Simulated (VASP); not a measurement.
A run of VASP 6.6.1 is set up as follows.

INCAR

```
ALGO = Normal
EDIFF = 1E-6
ENCUT = 520
GGA = PE
ISIF = 2
ISMEAR = 0
LASPH = T
LCHARG = F
LREAL = Auto
LWAVE = F
NBANDS = 47
NELM = 100
PREC = Accurate
SIGMA = 0.2
```

File KPOINTS:

```
k-points
0
Gamma
  3 3 3
```

File POSCAR:

```
Si7N
1.0
    7.3437352423      0.0000000000      0.0000000000
   -3.6718676212      6.3598612785      0.0000000000
    0.0000000000      0.0000000000      5.9053585093
Si N
14 2
Direct
    0.3333333333      0.6666666667      0.8230763124
    0.6550859234      0.8275429617      0.0019297991
    0.1724570383      0.8275429617      0.0019297991
    0.1724570383      0.3449140766      0.0019297991
    0.3733729595      0.1866864798      0.8996707478
    0.8133135202      0.6266270405      0.8996707478
    0.8133135202      0.1866864798      0.8996707478
    0.6666666667      0.3333333333      0.3230763124
    0.8275429617      0.6550859234      0.5019297991
    0.3449140766      0.1724570383      0.5019297991
    0.8275429617      0.1724570383      0.5019297991
    0.1866864798      0.3733729595      0.3996707478
    0.1866864798      0.8133135202      0.3996707478
    0.6266270405      0.8133135202      0.3996707478
    0.3333333333      0.6666666667      0.5021220469
    0.6666666667      0.3333333333      0.0021220469
```

Potentials or basis: VASP PAW PBE potentials, release 64 (Si, N).

Command:

```console
$ cat potpaw_PBE.64/Si/POTCAR potpaw_PBE.64/N/POTCAR > POTCAR
$ mpirun -np 1 vasp_std > vasp.out
```

Problem. Estimate the largest force.

Solution. 0.022 eV/Å.

Problem. Estimate the pressure.

Solution. 0.1 GPa.

Problem. Predict the band gap on the k mesh.

Solution. Zero (bands 33 and 34 overlap by 1.29 eV).

Forces on the atoms (eV/Å):
```
Si   0.000  0.000  0.009
Si  -0.009 -0.005  0.013
Si   0.009 -0.005  0.013
Si   0.000  0.010  0.013
Si   0.003  0.002 -0.009
Si   0.000 -0.004 -0.009
Si  -0.003  0.002 -0.009
Si   0.000  0.000  0.009
Si   0.000 -0.010  0.013
Si   0.009  0.005  0.013
Si  -0.009  0.005  0.013
Si   0.000  0.004 -0.009
Si   0.003 -0.002 -0.009
Si  -0.003 -0.002 -0.009
N    0.000  0.000 -0.022
N    0.000  0.000 -0.022
```
